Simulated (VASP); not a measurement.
# ZnS in VASP: further runs

ZnS is run at these levels: PBE; tasks: single point.

All numbers are computed with VASP 6.6.1; they aren't measurements. Logs are shortened: lines on timing, memory, paths and dates and some standing lists are left out, and cuts for length are marked.

## (1) The cell of the first run

The typed cell holds 4 atoms: a = 3.811 Å, b = 3.811 Å, c = 6.234 Å, α = 90.00°, β = 90.00°, γ = 120.00°.

## (2) Single point, PBE (one atom moved)

The input, INCAR:

```
PREC = Accurate
ENCUT = 520
EDIFF = 1E-6
ISMEAR = 0
SIGMA = 0.02
LREAL = False
LASPH = True
NELM = 60
ALGO = Normal
ISIF = 2
LWAVE = False
LCHARG = False
GGA = PE
NBANDS = 26
```

The input, KPOINTS:

```
regular mesh
0
Gamma
  9 9 6
```

The input, POSCAR:

```
ZnS
1.0
    3.8109987816      0.0000000000      0.0000000000
   -1.9054993908      3.3004217586      0.0000000000
    0.0000000000      0.0000000000      6.2340000000
Zn S
2 2
Direct
    0.3333333333      0.6666666667      0.0000000000
    0.6666666667      0.3333333333      0.5000000000
    0.3333333333      0.6666666667      0.3850000000
    0.6672910813      0.3450833467      0.8832370869
```

Potentials or basis: VASP PAW PBE potentials, release 64 (Zn, S).

The run is started by

```console
$ cat potpaw_PBE.64/Zn/POTCAR potpaw_PBE.64/S/POTCAR > POTCAR
$ mpirun -np 1 vasp_std > vasp.out
```

OUTCAR:

```text
PREC = Accurate
   ENCUT = 520
   EDIFF = 1E-6
   ISMEAR = 0
   LREAL = False
   LASPH = True
   NELM = 60
   ISIF = 2
   GGA = PE

 ion  position               nearest neighbor table
   1  0.333  0.667  0.000-   4 2.28   4 2.32   4 2.35   3 2.40
   2  0.667  0.333  0.500-   3 2.31   3 2.31   3 2.31   4 2.39
   3  0.333  0.667  0.385-   2 2.31   2 2.31   2 2.31   1 2.40
   4  0.667  0.345  0.883-   1 2.28   1 2.32   1 2.35   2 2.39

  LATTYP: Found a hexagonal cell.
 ALAT       =     3.8109987816
 C/A-ratio  =     1.6357916539

  Lattice vectors:

 A1 = (   3.8109987816,   0.0000000000,   0.0000000000)
 A2 = (  -1.9054993908,   3.3004217586,   0.0000000000)
 A3 = (   0.0000000000,   0.0000000000,   6.2340000000)

Analysis of symmetry for initial positions (statically):
=====================================================================
 Subroutine PRICEL returns:
 Original cell was already a primitive cell.

 Routine SETGRP: Setting up the symmetry group for a
 hexagonal supercell.

 Subroutine GETGRP returns: Found  1 space group operations
 (whereof  1 operations were pure point group operations)
 out of a pool of 24 trial point group operations.

The static configuration has the point symmetry C_1 .

Analysis of symmetry for dynamics (positions and initial velocities):
=====================================================================
 Subroutine PRICEL returns:
 Original cell was already a primitive cell.

 Routine SETGRP: Setting up the symmetry group for a
 hexagonal supercell.

 Subroutine GETGRP returns: Found  1 space group operations
 (whereof  1 operations were pure point group operations)
 out of a pool of 24 trial point group operations.

The dynamic configuration has the point symmetry C_1 .

 Subroutine INISYM returns: Found  1 space group operations
 (whereof  1 operations are pure point group operations),
 and found     1 'primitive' translations

----------------------------------------------------------------------------------------

                                     Primitive cell

  volume of cell :      78.4106

  direct lattice vectors                    reciprocal lattice vectors
     3.810998782  0.000000000  0.000000000     0.262398405  0.151495789  0.000000000
    -1.905499391  3.300421759  0.000000000     0.000000000  0.302991579  0.000000000
     0.000000000  0.000000000  6.234000000     0.000000000  0.000000000  0.160410651

  length of vectors
     3.810998782  3.810998782  6.234000000     0.302991579  0.302991579  0.160410651

  position of ions in fractional coordinates (direct lattice)
     0.333333333  0.666666667  0.000000000
     0.666666667  0.333333333  0.500000000
     0.333333333  0.666666667  0.385000000
     0.667291081  0.345083347  0.883237087

  ion indices of the primitive-cell ions
   primitive index   ion index
                 1           1
                 2           2
                 3           3
                 4           4

----------------------------------------------------------------------------------------

 KPOINTS: regular mesh

Automatic generation of k-mesh.
 Grid dimensions read from file:
 generate k-points for:    9    9    6

 Generating k-lattice:

  Cartesian coordinates                     Fractional coordinates (reciprocal lattice)
     0.029155378  0.016832865  0.000000000     0.111111111  0.000000000  0.000000000
     0.000000000  0.033665731  0.000000000     0.000000000  0.111111111  0.000000000
     0.000000000  0.000000000  0.026735109     0.000000000  0.000000000  0.166666667

  Length of vectors
     0.033665731  0.033665731  0.026735109

  Shift w.r.t. Gamma in fractional coordinates (k-lattice)
     0.000000000  0.000000000  0.000000000

 Subroutine IBZKPT returns following result:
 ===========================================

 Found    244 irreducible k-points:

 Following reciprocal coordinates:
            Coordinates               Weight
  0.000000  0.000000  0.000000      1.000000
  0.111111  0.000000  0.000000      2.000000
  0.000000  0.111111  0.000000      2.000000
 -0.111111  0.111111  0.000000      2.000000
  0.222222 -0.000000  0.000000      2.000000
  0.000000  0.222222  0.000000      2.000000
[... 16 lines left out ...]
  0.333333  0.111111  0.000000      2.000000
 -0.111111  0.444444  0.000000      2.000000
 [... further k-points ...]
   k-points           NKPTS =    244   k-points in BZ     NKDIM =    244   number of bands    NBANDS=     26
   number of dos      NEDOS =    301   number of ions     NIONS =      4
   total plane-waves  NPLWV =  37632
   dimension x,y,z NGX =    28 NGY =   28 NGZ =   48
   dimension x,y,z NGXF=    56 NGYF=   56 NGZF=   96
   ions per type =               2   2
   NGX,Y,Z   is equivalent  to a cutoff of  12.21, 12.21, 12.80 a.u.
   NGXF,Y,Z  is equivalent  to a cutoff of  24.43, 24.43, 25.60 a.u.
 SYSTEM =  unknown system
   PREC   = accura    normal or accurate (medium, high low for compatibility)
   ISTART =      0    job   : 0-new  1-cont  2-samecut
   ICHARG =      2    charge: 1-file 2-atom 10-const
   ISPIN  =      1    spin polarized calculation?
   LNONCOLLINEAR =      F non collinear calculations
   LSORBIT =      F    spin-orbit coupling
   LASPH  =      T    aspherical Exc in radial PAW
   ENCUT  =  520.0 eV  38.22 Ry    6.18 a.u.   7.09  7.09 11.59*2*pi/ulx,y,z
   NELM   =     60;   NELMIN=  2; NELMDL= -5     # of ELM steps
   EDIFF  = 0.1E-05   stopping-criterion for ELM
   LREAL  =      F    real-space projection
   EDIFFG = 0.1E-04   stopping-criterion for IOM
   NSW    =      0    number of steps for IOM
   IBRION =     -1    ionic relax: 0-MD 1-quasi-New 2-CG
   NFREE  =      0    steps in history (QN), initial steepest desc. (CG)
   ISIF   =      2    stress and relaxation
   ISYM   =      2    0-nonsym 1-usesym 2-fastsym
   POTIM  = 0.5000    time-step for ionic-motion
   TEBEG  =    0.0;   TEEND  =   0.0 temperature during run
   PSTRESS=    0.0 pullay stress
   NELECT =      36.0000    total number of electrons
   NUPDOWN=      -1.0000    fix difference up-down
   EMIN   =  10.00;   EMAX   =-10.00  energy-range for DOS
   EFERMI =   0.00;   METHOD = LEGACY
   ISMEAR =     0;   SIGMA  =   0.02  broadening in eV -4-tet -1-fermi 0-gaus
   EFERMI_NEDOS =   21; number of points for ismear=-14 and -15
   IALGO  =     38    algorithm
   IMIX   =      4    mixing-type and parameters
     AMIX     =   0.40;   BMIX     =  1.00
     AMIX_MAG =   1.60;   BMIX_MAG =  1.00
  volume/ion in A,a.u.               =      19.60       132.29
  Fermi-wavevector in a.u.,A,eV,Ry     =   1.262944  2.386617 21.701656  1.595027
  Thomas-Fermi vector in A             =   2.396326
   LORBIT       =      0    0 simple, 1 ext, 2 COOP (PROOUT), +10 PAW based schemes
   GGA     = PE    functional components
   LHFCALC =     F    Hartree Fock is set to
   AEXX    =    0.0000 exact exchange contribution
   IVDW    =     0    specifies the selected vdW correction
   LEPSILON=     F    determine dielectric tensor
   LRPA    =     F    only Hartree local field effects (RPA)
 non-spin polarized calculation
 Gauss-broadening in eV      SIGMA  =   0.02
  energy-cutoff  :      520.00
  volume of cell :       78.41
 maximum number of plane-waves:      2133
   NGX = 15   NGY = 15   NGZ = 23

 number of electron      35.9999976 magnetization

 Free energy of the ion-electron system (eV)
  ---------------------------------------------------
  ext. energy  EPLUGINS =         0.00000000
  ---------------------------------------------------
  free energy    TOTEN  =       -13.65015549 eV

  energy without entropy =      -13.65015549  energy(sigma->0) =      -13.65015549

 E-fermi :   2.2821     XC(G=0):  -9.6515

 val. band max:        2.1696769208   @ k =   0.0000   0.0000   0.0000
 cond. band min:       4.4137767309   @ k =   0.0000   0.0000   0.0000
 fundamental gap:      2.2440998101
 Fermi energy:         2.2821448904

 k-point     1 :       0.0000    0.0000    0.0000
  band No.  band energies     occupation
      1     -11.0316      2.00000
      2     -10.1064      2.00000
      3      -4.2164      2.00000
      4      -4.1981      2.00000
      5      -4.1545      2.00000
      6      -4.1402      2.00000
[... 18 lines left out ...]
     25       9.8841      0.00000
     26      11.4677      0.00000

 k-point     2 :       0.1111    0.0000    0.0000
  band No.  band energies     occupation
      1     -10.9472      2.00000
      2     -10.0578      2.00000
      3      -4.2175      2.00000
      4      -4.1846      2.00000
      5      -4.1405      2.00000
      6      -4.1199      2.00000
[... 18 lines left out ...]
     25      10.1896      0.00000
     26      10.9316      0.00000

 k-point     3 :       0.0000    0.1111    0.0000
  band No.  band energies     occupation
      1     -10.9479      2.00000
      2     -10.0578      2.00000
      3      -4.2083      2.00000
      4      -4.1943      2.00000
      5      -4.1432      2.00000
      6      -4.1199      2.00000
[... 18 lines left out ...]
     25      10.2530      0.00000
     26      10.8902      0.00000

 k-point     4 :      -0.1111    0.1111    0.0000
  band No.  band energies     occupation
      1     -10.9466      2.00000
      2     -10.0579      2.00000
      3      -4.2224      2.00000
      4      -4.1780      2.00000
      5      -4.1400      2.00000
      6      -4.1231      2.00000
[... 18 lines left out ...]
     25      10.1181      0.00000
     26      10.9704      0.00000
[... 496 lines left out ...]
      1     -10.5108      2.00000
      2      -9.8526      2.00000
      3      -4.1891      2.00000
      4      -4.1237      2.00000
      5      -4.0747      2.00000
      6      -4.0204      2.00000
[... 18 lines left out ...]
     25      10.8146      0.00000
     26      11.0400      0.00000

 k-point    23 :       0.3333    0.1111    0.0000
  band No.  band energies     occupation
      1     -10.2171      2.00000
      2      -9.7738      2.00000
      3      -4.1626      2.00000
      4      -4.0797      2.00000
      5      -3.9990      2.00000
      6      -3.9414      2.00000
[... 18 lines left out ...]
     25      11.1695      0.00000
     26      11.8231      0.00000

 k-point    24 :      -0.1111    0.4444    0.0000
  band No.  band energies     occupation
      1     -10.2235      2.00000
      2      -9.7709      2.00000
      3      -4.1553      2.00000
      4      -4.0966      2.00000
      5      -4.0076      2.00000
      6      -3.9440      2.00000
[... 18 lines left out ...]
     25      11.1803      0.00000
     26      11.8045      0.00000

 [... further k-points ...]

------------------------ aborting loop because EDIFF is reached ----------------------------------------

  FORCE on cell =-STRESS in cart. coord.  units (eV):
  Direction    XX          YY          ZZ          XY          YZ          ZX
  --------------------------------------------------------------------------------------
  -------------------------------------------------------------------------------------
  Total        1.8252435      1.2778262      0.6174093     -0.1537524      0.1397342     -0.0879883
  in kB       37.2954915     26.1100276     12.6156221     -3.1416471      2.8552111     -1.7978783
  external PRESSURE =      25.3403804 kB  Pullay stress =       0.0000000 kB

 VOLUME and BASIS-vectors are now :
 -----------------------------------------------------------------------------
  energy-cutoff  :      520.00
  volume of cell :       78.41
      direct lattice vectors                 reciprocal lattice vectors
     3.810998782  0.000000000  0.000000000     0.262398405  0.151495789  0.000000000
    -1.905499391  3.300421759  0.000000000     0.000000000  0.302991579  0.000000000
     0.000000000  0.000000000  6.234000000     0.000000000  0.000000000  0.160410651

 POSITION                                       TOTAL-FORCE (eV/Angst)
 -----------------------------------------------------------------------------------
     -0.00000      2.20028      0.00000        -0.147026      0.239824      0.317147
      1.90550      1.10014      3.11700        -0.006050      0.011300      0.291504
     -0.00000      2.20028      2.40009        -0.011799      0.021377     -0.360566
      1.88549      1.13892      5.50610         0.164875     -0.272502     -0.248085
 -----------------------------------------------------------------------------------
    total drift:                                0.000007      0.000078      0.000450

  FREE ENERGIE OF THE ION-ELECTRON SYSTEM (eV)
  ---------------------------------------------------
  free  energy   TOTEN  =       -13.6501554891 eV

  energy  without entropy=      -13.6501554891  energy(sigma->0) =      -13.65015549
```

Wall time 5 min (1 thread of Intel Xeon Platinum 8375C at 2.90GHz (Ice Lake), shared host); peak memory 0.48 GiB.

What came out:

- Free energy: -13.6502 eV
- Pressure: 2.5 GPa
- Largest force: 0.424 eV/Å
- Band gap on the k mesh: 2.24 eV

Forces on the atoms (eV/Å):
```
Zn  -0.147  0.240  0.317
Zn  -0.006  0.011  0.292
S   -0.012  0.021 -0.361
S    0.165 -0.273 -0.248
```

Levels at points of the mesh, in eV from the valence-band top:
```csv
k point,band 16,band 17,band 18,band 19,band 20,band 21
"(0.00, 0.00, 0.00)",-0.03,-0.01,0.00,2.24,3.00,6.29
"(0.00, 0.00, 0.50)",-0.47,-0.46,-0.40,3.51,3.52,6.64
```

Caveat: the cell differs from its parent crystal (one atom moved); an odd mesh through Γ misses points on the zone boundary, where band edges can lie.

## (3) Single point, PBE (17.77 Å³/atom)

This run uses another cell than the first one, of 17.77 Å³/atom.

The input, INCAR:

```
SYSTEM = ZnS
ALGO = Normal
EDIFF = 1E-6
ENCUT = 520
GGA = PE
ISIF = 2
ISMEAR = 0
LASPH = .TRUE.
LCHARG = .FALSE.
LREAL = .FALSE.
LWAVE = .FALSE.
NBANDS = 26
NELM = 80
PREC = Accurate
SIGMA = 0.02
```

The input, KPOINTS:

```
k-points
0
G
  12 12 6
  0 0 0
```

The input, POSCAR:

```
ZnS
1.0
    3.6806230958      0.0000000000      0.0000000000
   -1.8403115479      3.1875131027      0.0000000000
    0.0000000000      0.0000000000      6.0569232955
Zn S
2 2
Direct
    0.3333333333      0.6666666667      0.0058843266
    0.6666666667      0.3333333333      0.5058843266
    0.3333333333      0.6666666667      0.3791156734
    0.6666666667      0.3333333333      0.8791156734
```

Potentials or basis: VASP PAW PBE potentials, release 64 (Zn, S).

The run is started by

```console
$ cat potpaw_PBE.64/Zn/POTCAR potpaw_PBE.64/S/POTCAR > POTCAR
$ mpirun -np 1 vasp_std > vasp.out
```

Wall time 67 s (1 thread of AMD EPYC 9R45 (Zen 5), shared host); peak memory 0.23 GiB.

It converged, with:

* Free energy: -13.3659 eV
* Pressure: 11.9 GPa
* Largest force: 0.009 eV/Å
* Band gap on the k mesh: 2.66 eV

Forces in eV/Å, atoms in the order of the input:
```
Zn   0.000  0.000  0.009
Zn   0.000  0.000  0.009
S    0.000  0.000 -0.009
S    0.000  0.000 -0.009
```

Stress tensor (GPa, compression positive):
```
11.89  0.00  0.00
 0.00 11.89  0.00
 0.00  0.00 12.02
```

Levels at points of the mesh, in eV from the valence-band top:
```csv
k point,band 16,band 17,band 18,band 19,band 20,band 21
"(0.00, 0.00, 0.00)",-0.12,0.00,0.00,2.66,3.30,6.23
"(0.50, 0.00, 0.00)",-2.62,-2.02,-1.04,3.56,4.48,5.00
"(0.00, 0.00, 0.50)",-0.55,-0.55,-0.55,3.85,3.85,6.71
"(0.50, 0.00, 0.50)",-1.92,-1.89,-1.89,3.52,3.52,5.13
```

Caveat: the cell stands under pressure.
